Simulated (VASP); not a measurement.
The system is TiO2.

```
Ti O
1.0
     0.00000    2.41497    2.41497
     2.41497    0.00000    2.41497
     2.41497    2.41497    0.00000
Ti O
1 2
Direct
  0.00000 0.00000 0.00000
  0.25000 0.25000 0.25000
  0.75000 0.75000 0.75000
```

```yaml
Program: VASP 6.6.1
Task: relaxation of cell and atoms
Functional: r2SCAN
Potentials_or_basis: VASP PAW PBE potentials, release 64 (Ti_sv, O)
Cutoff: 600 eV
k_mesh: 8 × 8 × 8
Occupations: fermi-dirac, width 0.02 eV
Spin: no spin polarisation
```

At the start: pressure -4.8 GPa; volume 9.39 Å³/atom.

Problem. How do energy, volume and symmetry change on relaxing?

Solution. Over 3 steps the energy falls by 2.6 meV/atom and the volume is 9.22 Å³/atom (-1.8 %); space group Fm-3m (No. 225, to 0.05 Å).

Step by step:
```csv
step,energy change (eV),largest force (eV/Å),pressure (GPa),volume (Å³)
1,0.0000,0.0000,-4.79,28.17
2,0.0048,0.0000,6.57,27.04
3,-0.0077,0.0000,-0.02,27.66
```

Final structure:
```cif
data_structure
_symmetry_space_group_name_H-M 'P 1'
_symmetry_Int_Tables_number 1
_cell_length_a 3.3948
_cell_length_b 3.3948
_cell_length_c 3.3948
_cell_angle_alpha 60.000
_cell_angle_beta 60.000
_cell_angle_gamma 60.000
_cell_volume 27.66
loop_
_atom_site_label
_atom_site_type_symbol
_atom_site_fract_x
_atom_site_fract_y
_atom_site_fract_z
_atom_site_occupancy
Ti1 Ti 0.00000 0.00000 0.00000 1
O1 O 0.25000 0.25000 0.25000 1
O2 O 0.75000 0.75000 0.75000 1
```

Caveat: the PAW data sets were made with another functional, which shifts forces and pressure a little.
